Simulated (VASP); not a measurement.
# AlNi (P4/mmm) in VASP: notebook

The runs below take AlNi through single point, with PBE.

Everything below comes from runs of VASP 6.6.1. Logs are shortened: lines on timing, memory, paths and dates and some standing lists are left out, and cuts for length are marked.

## Step 1: The cell of the first run

Symmetry: P4/mmm, No. 123, tetragonal system. The conventional cell has a = 2.744 Å, b = 2.744 Å, c = 2.668 Å, α = 90.00°, β = 90.00°, γ = 90.00°. Al (site symmetry 4/mmm) has 8 Ni at 2.35 Å and 6 Al at 2.67 to 2.74 Å within 3.1 Å. Ni (site symmetry 4/mmm) has 8 Al at 2.35 Å and 6 Ni at 2.67 to 2.74 Å within 3.1 Å.

## Step 2: Single point, PBE

Contents of INCAR:

```
SYSTEM = AlNi
PREC = Accurate
ENCUT = 520
EDIFF = 1E-6
ISMEAR = 0
SIGMA = 0.15
LREAL = .FALSE.
LASPH = .TRUE.
NELM = 100
ALGO = Fast
ISIF = 2
LWAVE = .FALSE.
LCHARG = .TRUE.
GGA = PE
LELF = .TRUE.
LVHAR = .TRUE.
NBANDS = 14
```

Contents of KPOINTS:

```
regular mesh
0
G
  16 16 16
  0 0 0
```

Contents of POSCAR:

```
AlNi
1.0
    1.9405291957     -1.9404970834      0.0000000000
    1.9405291957      1.9404970834      0.0000000000
    0.0000000000      0.0000000000      2.6684000000
Al Ni
1 1
Direct
    0.0000000000      0.0000000000      0.0000000000
    0.5000000000      0.5000000000      0.5000000000
```

Potentials or basis: VASP PAW PBE potentials, release 64 (Al, Ni).

Run with:

```bash
$ cat potpaw_PBE.64/Al/POTCAR potpaw_PBE.64/Ni/POTCAR > POTCAR
$ mpirun -np 1 vasp_std > vasp.out
```

OUTCAR:

```text
SYSTEM = AlNi
   PREC = Accurate
   ENCUT = 520
   EDIFF = 1E-6
   ISMEAR = 0
   LREAL = .FALSE.
   LASPH = .TRUE.
   NELM = 100
   ISIF = 2
   GGA = PE

 ion  position               nearest neighbor table
   1  0.000  0.000  0.000-   2 2.35   2 2.35   2 2.35   2 2.35   2 2.35   2 2.35   2 2.35   2 2.35

   2  0.500  0.500  0.500-   1 2.35   1 2.35   1 2.35   1 2.35   1 2.35   1 2.35   1 2.35   1 2.35

  LATTYP: Found a base centered orthorhombic cell.
 ALAT       =     3.8809941668
 B/A-ratio  =     1.0000165485
 C/A-ratio  =     0.6875557873

  Lattice vectors:

 A1 = (  -1.9405291957,  -1.9404970834,   0.0000000000)
 A2 = (   1.9405291957,  -1.9404970834,   0.0000000000)
 A3 = (   0.0000000000,   0.0000000000,   2.6684000000)

Analysis of symmetry for initial positions (statically):
=====================================================================
 Subroutine PRICEL returns:
 Original cell was already a primitive cell.

 Routine SETGRP: Setting up the symmetry group for a
 base centered orthorhombic supercell.

 Subroutine GETGRP returns: Found  8 space group operations
 (whereof  8 operations were pure point group operations)
 out of a pool of  8 trial point group operations.

The static configuration has the point symmetry D_2h.

Analysis of symmetry for dynamics (positions and initial velocities):
=====================================================================
 Subroutine PRICEL returns:
 Original cell was already a primitive cell.

 Routine SETGRP: Setting up the symmetry group for a
 base centered orthorhombic supercell.

 Subroutine GETGRP returns: Found  8 space group operations
 (whereof  8 operations were pure point group operations)
 out of a pool of  8 trial point group operations.

The dynamic configuration has the point symmetry D_2h.

 Subroutine INISYM returns: Found  8 space group operations
 (whereof  8 operations are pure point group operations),
 and found     1 'primitive' translations

----------------------------------------------------------------------------------------

                                     Primitive cell

  volume of cell :      20.0962

  direct lattice vectors                    reciprocal lattice vectors
     1.940529196 -1.940497083  0.000000000     0.257661673 -0.257665937  0.000000000
     1.940529196  1.940497083  0.000000000     0.257661673  0.257665937  0.000000000
     0.000000000  0.000000000  2.668400000     0.000000000  0.000000000  0.374756408

  length of vectors
     2.744300000  2.744300000  2.668400000     0.364391648  0.364391648  0.374756408

  position of ions in fractional coordinates (direct lattice)
     0.000000000  0.000000000  0.000000000
     0.500000000  0.500000000  0.500000000

  ion indices of the primitive-cell ions
   primitive index   ion index
                 1           1
                 2           2

----------------------------------------------------------------------------------------

 KPOINTS: regular mesh

Automatic generation of k-mesh.
 Grid dimensions read from file:
 generate k-points for:   16   16   16

 Generating k-lattice:

  Cartesian coordinates                     Fractional coordinates (reciprocal lattice)
     0.016103855 -0.016104121  0.000000000     0.062500000  0.000000000  0.000000000
     0.016103855  0.016104121  0.000000000     0.000000000  0.062500000  0.000000000
     0.000000000  0.000000000  0.023422276     0.000000000  0.000000000  0.062500000

  Length of vectors
     0.022774478  0.022774478  0.023422276

  Shift w.r.t. Gamma in fractional coordinates (k-lattice)
     0.000000000  0.000000000  0.000000000

 Subroutine IBZKPT returns following result:
 ===========================================

 Found    657 irreducible k-points:

 Following reciprocal coordinates:
            Coordinates               Weight
  0.000000  0.000000  0.000000      1.000000
  0.062500 -0.000000  0.000000      4.000000
  0.125000 -0.000000  0.000000      4.000000
  0.187500 -0.000000  0.000000      4.000000
  0.250000 -0.000000  0.000000      4.000000
  0.312500 -0.000000  0.000000      4.000000
[... 16 lines left out ...]
 -0.125000  0.062500  0.000000      4.000000
 -0.062500  0.062500  0.000000      2.000000
 [... further k-points ...]
   k-points           NKPTS =    657   k-points in BZ     NKDIM =    657   number of bands    NBANDS=     14
   number of dos      NEDOS =    301   number of ions     NIONS =      2
   total plane-waves  NPLWV =   8000
   dimension x,y,z NGX =    20 NGY =   20 NGZ =   20
   dimension x,y,z NGXF=    40 NGYF=   40 NGZF=   40
   ions per type =               1   1
   NGX,Y,Z   is equivalent  to a cutoff of  12.12, 12.12, 12.46 a.u.
   NGXF,Y,Z  is equivalent  to a cutoff of  24.23, 24.23, 24.92 a.u.
 SYSTEM =  AlNi
   PREC   = accura    normal or accurate (medium, high low for compatibility)
   ISTART =      0    job   : 0-new  1-cont  2-samecut
   ICHARG =      2    charge: 1-file 2-atom 10-const
   ISPIN  =      1    spin polarized calculation?
   LNONCOLLINEAR =      F non collinear calculations
   LSORBIT =      F    spin-orbit coupling
   LASPH  =      T    aspherical Exc in radial PAW
   ENCUT  =  520.0 eV  38.22 Ry    6.18 a.u.   5.10  5.10  4.96*2*pi/ulx,y,z
   NELM   =    100;   NELMIN=  2; NELMDL= -5     # of ELM steps
   EDIFF  = 0.1E-05   stopping-criterion for ELM
   LREAL  =      F    real-space projection
   EDIFFG = 0.1E-04   stopping-criterion for IOM
   NSW    =      0    number of steps for IOM
   IBRION =     -1    ionic relax: 0-MD 1-quasi-New 2-CG
   NFREE  =      0    steps in history (QN), initial steepest desc. (CG)
   ISIF   =      2    stress and relaxation
   ISYM   =      2    0-nonsym 1-usesym 2-fastsym
   POTIM  = 0.5000    time-step for ionic-motion
   TEBEG  =    0.0;   TEEND  =   0.0 temperature during run
   PSTRESS=    0.0 pullay stress
   NELECT =      13.0000    total number of electrons
   NUPDOWN=      -1.0000    fix difference up-down
   EMIN   =  10.00;   EMAX   =-10.00  energy-range for DOS
   EFERMI =   0.00;   METHOD = LEGACY
   ISMEAR =     0;   SIGMA  =   0.15  broadening in eV -4-tet -1-fermi 0-gaus
   EFERMI_NEDOS =   21; number of points for ismear=-14 and -15
   IALGO  =     68    algorithm
   IMIX   =      4    mixing-type and parameters
     AMIX     =   0.40;   BMIX     =  1.00
     AMIX_MAG =   1.60;   BMIX_MAG =  1.00
  volume/ion in A,a.u.               =      10.05        67.81
  Fermi-wavevector in a.u.,A,eV,Ry     =   1.415852  2.675573 27.274748  2.004637
  Thomas-Fermi vector in A             =   2.537248
   LORBIT       =      0    0 simple, 1 ext, 2 COOP (PROOUT), +10 PAW based schemes
   GGA     = PE    functional components
   LHFCALC =     F    Hartree Fock is set to
   AEXX    =    0.0000 exact exchange contribution
   IVDW    =     0    specifies the selected vdW correction
   LEPSILON=     F    determine dielectric tensor
   LRPA    =     F    only Hartree local field effects (RPA)
 non-spin polarized calculation
 RMM-DIIS sequential band-by-band and
 Gauss-broadening in eV      SIGMA  =   0.15
  energy-cutoff  :      520.00
  volume of cell :       20.10
 maximum number of plane-waves:       554
   NGX = 11   NGY = 11   NGZ =  9

 number of electron      13.0000014 magnetization

 Free energy of the ion-electron system (eV)
  ---------------------------------------------------
  ext. energy  EPLUGINS =         0.00000000
  ---------------------------------------------------
  free energy    TOTEN  =       -10.05511663 eV

  energy without entropy =      -10.04700763  energy(sigma->0) =      -10.05106213

 E-fermi :  12.5210     XC(G=0): -12.9126

 val. band max:       12.5122627528   @ k =   0.5000   0.4375   0.3125
 cond. band min:      12.5250006230   @ k =  -0.4375   0.3750   0.2500
 fundamental gap:      0.0127378703
 Fermi energy:        12.5209831379

 k-point     1 :       0.0000    0.0000    0.0000
  band No.  band energies     occupation
      1       0.0442      2.00000
      2       8.3329      2.00000
      3       8.3662      2.00000
      4      10.5122      2.00000
      5      10.6132      2.00000
      6      10.6132      2.00000
      7      18.4414      0.00000
      8      18.4415      0.00000
      9      19.5962      0.00000
     10      21.1107      0.00000
     11      21.3147      0.00000
     12      29.6779      0.00000
     13      35.0986      0.00000
     14      35.8246      0.00000

 k-point     2 :       0.0625   -0.0000    0.0000
  band No.  band energies     occupation
      1       0.1242      2.00000
      2       8.3328      2.00000
      3       8.3828      2.00000
      4      10.4726      2.00000
      5      10.5789      2.00000
      6      10.6172      2.00000
      7      17.5859      0.00000
      8      18.5489      0.00000
      9      19.6981      0.00000
     10      21.2384      0.00000
     11      22.0069      0.00000
     12      29.8955      0.00000
     13      34.1393      0.00000
     14      34.9488      0.00000

 k-point     3 :       0.1250   -0.0000    0.0000
  band No.  band energies     occupation
      1       0.3631      2.00000
      2       8.3081      2.00000
      3       8.4403      2.00000
      4      10.3630      2.00000
      5      10.4834      2.00000
      6      10.6287      2.00000
      7      16.1125      0.00000
      8      18.8620      0.00000
      9      19.9963      0.00000
     10      21.2180      0.00000
     11      23.3801      0.00000
     12      30.5699      0.00000
     13      32.5583      0.00000
     14      33.4306      0.00000

 k-point     4 :       0.1875   -0.0000    0.0000
  band No.  band energies     occupation
      1       0.7574      2.00000
      2       8.2115      2.00000
      3       8.5320      2.00000
      4      10.2077      2.00000
      5      10.3465      2.00000
      6      10.6460      2.00000
      7      14.6636      0.00000
      8      19.3571      0.00000
      9      20.4714      0.00000
     10      21.1758      0.00000
     11      24.6636      0.00000
     12      30.9469      0.00000
     13      31.7217      0.00000
     14      31.8562      0.00000

 k-point     5 :       0.2500   -0.0000    0.0000
  band No.  band energies     occupation
      1       1.3011      2.00000
      2       7.9615      2.00000
      3       8.6440      2.00000
      4      10.0359      2.00000
      5      10.1932      2.00000
      6      10.6664      2.00000
      7      13.4300      0.00000
      8      20.0049      0.00000
      9      21.0983      0.00000
     10      21.1197      0.00000
     11      25.7517      0.00000
[... 276 lines left out ...]
 k-point    22 :      -0.1875    0.0625    0.0000
  band No.  band energies     occupation
      1       0.8356      2.00000
      2       8.2383      2.00000
      3       8.5334      2.00000
      4      10.1562      2.00000
      5      10.3506      2.00000
      6      10.6133      2.00000
      7      14.7288      0.00000
      8      18.4252      0.00000
      9      20.5720      0.00000
     10      21.9065      0.00000
     11      24.9153      0.00000
     12      30.0297      0.00000
     13      31.8723      0.00000
     14      31.8999      0.00000

 k-point    23 :      -0.1250    0.0625    0.0000
  band No.  band energies     occupation
      1       0.4423      2.00000
      2       8.3276      2.00000
      3       8.4428      2.00000
      4      10.3164      2.00000
      5      10.4867      2.00000
      6      10.5960      2.00000
      7      16.1700      0.00000
      8      18.0136      0.00000
      9      20.0975      0.00000
     10      21.8889      0.00000
     11      23.5961      0.00000
     12      30.7547      0.00000
     13      31.5915      0.00000
     14      33.4527      0.00000

 k-point    24 :      -0.0625    0.0625    0.0000
  band No.  band energies     occupation
      1       0.2040      2.00000
      2       8.3404      2.00000
      3       8.3931      2.00000
      4      10.4309      2.00000
      5      10.5768      2.00000
      6      10.5892      2.00000
      7      17.4998      0.00000
      8      17.8812      0.00000
      9      19.7998      0.00000
     10      21.7775      0.00000
     11      22.2999      0.00000
     12      30.1052      0.00000
     13      33.1633      0.00000
     14      34.7861      0.00000

 [... further k-points ...]

------------------------ aborting loop because EDIFF is reached ----------------------------------------

  FORCE on cell =-STRESS in cart. coord.  units (eV):
  Direction    XX          YY          ZZ          XY          YZ          ZX
  --------------------------------------------------------------------------------------
  -------------------------------------------------------------------------------------
  Total        5.3888679      5.3897458      5.9414593     -0.0000000      0.0000000      0.0000000
  in kB      429.6294225    429.6994170    473.6849740     -0.0000000      0.0000000      0.0000000
  external PRESSURE =     444.3379378 kB  Pullay stress =       0.0000000 kB

 VOLUME and BASIS-vectors are now :
 -----------------------------------------------------------------------------
  energy-cutoff  :      520.00
  volume of cell :       20.10
      direct lattice vectors                 reciprocal lattice vectors
     1.940529196 -1.940497083  0.000000000     0.257661673 -0.257665937  0.000000000
     1.940529196  1.940497083  0.000000000     0.257661673  0.257665937  0.000000000
     0.000000000  0.000000000  2.668400000     0.000000000  0.000000000  0.374756408

 POSITION                                       TOTAL-FORCE (eV/Angst)
 -----------------------------------------------------------------------------------
      0.00000      0.00000      0.00000         0.000000     -0.000000      0.000000
      1.94053      0.00000      1.33420         0.000000      0.000000      0.000000
 -----------------------------------------------------------------------------------
    total drift:                                0.000000      0.000000     -0.000000

  FREE ENERGIE OF THE ION-ELECTRON SYSTEM (eV)
  ---------------------------------------------------
  free  energy   TOTEN  =       -10.0551166332 eV

  energy  without entropy=      -10.0470076345  energy(sigma->0) =      -10.05106213
```

It took 2.3 min on 1 thread of Intel Xeon Platinum 8259CL at 2.50GHz (Skylake/Cascade Lake), shared host; peak memory 0.28 GiB.

Results:

| Quantity | Value |
| --- | --- |
| Free energy | -10.0551 eV |
| Pressure | 44.4 GPa |
| Band gap on the k mesh | zero (an odd number of electrons rules out a gap without spin polarisation) |

Stress tensor (GPa, compression positive):
```
42.96  0.00  0.00
 0.00 42.97  0.00
 0.00  0.00 47.37
```

Caveat: the cell stands under pressure.

## Step 3: Single point, PBE

This run uses another cell than the first one, of 10.34 Å³/atom.

Contents of INCAR:

```
PREC = Accurate ; ENCUT = 520
EDIFF = 1E-7 ; ISMEAR = 0
SIGMA = 0.15 ; LREAL = F
LASPH = T ; NELM = 80
ALGO = Fast ; ISIF = 2
LWAVE = F ; LCHARG = T
GGA = PE ; LELF = T
LVHAR = T ; NBANDS = 14
```

Contents of KPOINTS:

```
Automatic mesh
0
Gamma
  16 16 16
```

POSCAR: that of step 2 with these lines changed.

```diff
@@ -4,3 +4,3 @@
     1.9405291957      1.9404970834      0.0000000000
-    0.0000000000      0.0000000000      2.6684000000
+    0.0000000000      0.0000000000      2.7458000000
 Al Ni
```

Potentials or basis: VASP PAW PBE potentials, release 64 (Al, Ni).

Run with:

```bash
$ cat potpaw_PBE.64/Al/POTCAR potpaw_PBE.64/Ni/POTCAR > POTCAR
$ mpirun -np 1 vasp_std > vasp.out
```

Run time: 2.5 min. Hardware: 1 thread of Intel Xeon Platinum 8259CL at 2.50GHz (Skylake/Cascade Lake), shared host; peak memory 0.3 GiB.

The run converged. Its results:

* Free energy: -10.2049 eV
* Pressure: 35.2 GPa
* Band gap on the k mesh: zero (an odd number of electrons rules out a gap without spin polarisation)

Stress tensor (GPa, compression positive):
```
35.27  0.00  0.00
 0.00 35.28  0.00
 0.00  0.00 35.19
```

Levels at points of the mesh, in eV from the Fermi level:
| k point | band 4 | band 5 | band 6 | band 7 | band 8 | band 9 | band 10 | band 11 |
| --- | --- | --- | --- | --- | --- | --- | --- | --- |
| (0.00, 0.00, 0.00) | -1.86 | -1.86 | -1.86 | 6.15 | 6.17 | 6.17 | 8.61 | 8.62 |
| (0.50, 0.00, 0.00) | -2.72 | -2.71 | -1.75 | -0.72 | 8.42 | 10.75 | 10.77 | 12.40 |
| (0.50, 0.50, 0.00) | -3.29 | -2.54 | -2.54 | -1.21 | 1.78 | 3.22 | 13.97 | 16.33 |
| (0.00, 0.00, 0.50) | -2.71 | -2.71 | -1.75 | -0.73 | 8.42 | 10.77 | 10.77 | 12.41 |
| (0.50, 0.00, 0.50) | -3.29 | -2.54 | -2.53 | -1.21 | 1.77 | 3.21 | 13.99 | 16.34 |
| (0.50, 0.50, 0.50) | -1.17 | -1.17 | 1.88 | 1.88 | 1.88 | 5.06 | 5.12 | 5.12 |

Caveat: the cell stands under pressure.

## Step 4: Single point, PBE

This run uses another cell than the first one, of 10.40 Å³/atom.

Contents of INCAR:

```
  ALGO = Fast
  EDIFF = 1E-7
  ENCUT = 520
  GGA = PE
  ISIF = 2
  ISMEAR = 0
  LASPH = True
  LCHARG = False
  LREAL = False
  LWAVE = False
  NBANDS = 14
  NELM = 100
  PREC = Accurate
  SIGMA = 0.15
```

Contents of KPOINTS:

```
k-points
0
Gamma
  16 16 16
```

Contents of POSCAR:

```
AlNi
1.0
    1.9745413133     -1.9745086382      0.0000000000
    1.9745413133      1.9745086382      0.0000000000
    0.0000000000      0.0000000000      2.6684000000
Al Ni
1 1
Direct
    0.0000000000      0.0000000000      0.0000000000
    0.5000000000      0.5000000000      0.5000000000
```

Run with:

```bash
$ cat potpaw_PBE.64/Al/POTCAR potpaw_PBE.64/Ni/POTCAR > POTCAR
$ mpirun -np 1 vasp_std > vasp.out
```

Wall time 2.3 min (1 thread of Intel Xeon Platinum 8259CL at 2.50GHz (Skylake/Cascade Lake), shared host); peak memory 0.3 GiB.

Results (log left out):

```
Free energy            : -10.2197 eV
Pressure               : 33.6 GPa
Band gap on the k mesh : zero (an odd number of electrons rules out a gap without spin polarisation)
```

Stress tensor (GPa, compression positive):
```
31.54  0.00  0.00
 0.00 31.54  0.00
 0.00  0.00 37.82
```

Levels at points of the mesh, in eV from the Fermi level:
```tsv
k point	band 5	band 6	band 7	band 8	band 9	band 10
(0.00, 0.00, 0.00)	-1.81	-1.81	5.53	5.53	7.36	8.39
(0.50, 0.00, 0.00)	-2.51	-1.71	-0.87	8.36	10.11	11.66
(0.50, 0.50, 0.00)	-2.37	-2.37	-1.30	1.43	2.85	14.79
(0.00, 0.00, 0.50)	-2.81	-1.82	-0.46	8.42	10.29	10.29
(0.50, 0.00, 0.50)	-2.64	-2.57	-1.19	1.93	3.32	13.50
(0.50, 0.50, 0.50)	-1.11	1.84	1.84	1.97	4.73	5.00
```

Caveat: the cell stands under pressure.

## Step 5: Single point, PBE

This run uses another cell than the first one, of 10.63 Å³/atom.

Contents of INCAR:

```
  ALGO = Fast
  EDIFF = 1E-6
  ENCUT = 520
  GGA = PE
  ISIF = 2
  ISMEAR = 0
  LASPH = T
  LCHARG = F
  LREAL = F
  LWAVE = F
  NBANDS = 14
  NELM = 100
  PREC = Accurate
  SIGMA = 0.15
```

KPOINTS is that of step 4.

Contents of POSCAR:

```
AlNi
1.0
    1.9405291957     -1.9404970834      0.0000000000
    1.9405291957      1.9404970834      0.0000000000
    0.0000000000      0.0000000000      2.8231000000
Al Ni
1 1
Direct
    0.0000000000      0.0000000000      0.0000000000
    0.5000000000      0.5000000000      0.5000000000
```

Run with:

```bash
$ cat potpaw_PBE.64/Al/POTCAR potpaw_PBE.64/Ni/POTCAR > POTCAR
$ mpirun -np 1 vasp_std > vasp.out
```

It took 2.3 min on 1 thread of Intel Xeon Platinum 8259CL at 2.50GHz (Skylake/Cascade Lake), shared host; peak memory 0.3 GiB.

Results (log left out):

* Free energy: -10.3143 eV
* Pressure: 27.6 GPa
* Band gap on the k mesh: zero (an odd number of electrons rules out a gap without spin polarisation)

Stress tensor (GPa, compression positive):
```
28.63  0.00  0.00
 0.00 28.64  0.00
 0.00  0.00 25.53
```

Levels at points of the mesh, in eV from the Fermi level:
```csv
k point,band 4,band 5,band 6,band 7,band 8,band 9,band 10,band 11
"(0.00, 0.00, 0.00)",-1.82,-1.82,-1.73,5.31,6.40,6.40,8.37,8.64
"(0.50, 0.00, 0.00)",-2.74,-2.55,-1.71,-0.62,8.38,9.99,11.00,11.62
"(0.50, 0.50, 0.00)",-3.07,-2.53,-2.53,-1.12,1.90,3.26,13.14,15.69
"(0.00, 0.00, 0.50)",-2.56,-2.56,-1.64,-0.87,8.41,10.89,10.89,12.20
"(0.50, 0.00, 0.50)",-3.20,-2.41,-2.38,-1.20,1.63,2.97,13.91,16.16
"(0.50, 0.50, 0.50)",-1.18,-1.09,1.85,1.94,1.94,4.79,4.88,4.88
```

Caveat: the cell stands under pressure.

(Continued in part 2 of 2.)
